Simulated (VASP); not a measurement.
A run of VASP 6.6.1 is set up as follows.

File INCAR:

```
PREC = Accurate ; ENCUT = 520
EDIFF = 1E-6 ; ISMEAR = -1
SIGMA = 0.05 ; LREAL = F
LASPH = T ; NELM = 60
ALGO = Normal ; ISIF = 2
LWAVE = F ; LCHARG = F
NBANDS = 13
```

File KPOINTS:

```
regular mesh
0
Gamma
  10 10 10
```

POSCAR

```
Sn
1.0
   -1.9877657590      1.9877657590      1.6268574157
    1.9877657590     -1.9877657590      1.6268574157
    1.9877657590      1.9877657590     -1.6268574157
Sn
1
Direct
    0.0000000000      0.0000000000      0.0000000000
```

Potentials or basis: VASP PAW LDA potentials, release 64 (Sn_d).

Run with:

```console
$ cat potpaw_LDA.64/Sn_d/POTCAR > POTCAR
$ mpirun -np 1 vasp_std > vasp.out
```

Q: What does it give for the pressure?

A: -0.1 GPa.

Q: What does it give for the band gap on the k mesh?

A: Zero (bands 7 and 8 overlap by 9.27 eV).

Stress tensor (GPa, compression positive):
```
-0.69  0.00  0.00
 0.00 -0.69  0.00
 0.00  0.00  0.96
```

Caveat: spin-orbit coupling is left out, which moves the levels of the heavy elements.
